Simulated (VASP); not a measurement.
Sb: single point with BLYP

Sb:

```
Sb
1.0
     0.00000    3.62733    3.62733
     3.62733    0.00000    3.62733
     3.62733    3.62733    0.00000
Sb
2
Cartesian
  0.9068 0.9068 0.9068
  6.3478 6.3478 6.3478
```

This cell differs from its parent crystal: volume scaled by 1.04.

* Program: VASP 6.6.1
* Task: single point
* Functional: BLYP
* Potentials or basis: VASP PAW PBE potentials, release 64 (Sb)
* Cutoff: 520 eV
* k mesh: 9 × 9 × 9
* Occupations: fermi-dirac, width 0.1 eV
* Spin: no spin polarisation

- Pressure: -0.9 GPa
- Band gap on the k mesh: zero (band 5 reaches 3.55 eV, above the bottom of band 6 at 3.02 eV)

Levels at points of the mesh, in eV from the Fermi level:
```
           k point  band 3  band 4  band 5  band 6  band 7  band 8
(0.00, 0.00, 0.00)   -1.54   -1.54   -1.54    0.58    0.58    0.58
```

Wall time 80 s on 1 thread of AMD EPYC 7R13, on a shared host, peak memory 0.21 GiB.

Caveat: the PAW data sets were made with another functional, which shifts forces and pressure a little; spin-orbit coupling is left out, which moves the levels of the heavy elements.
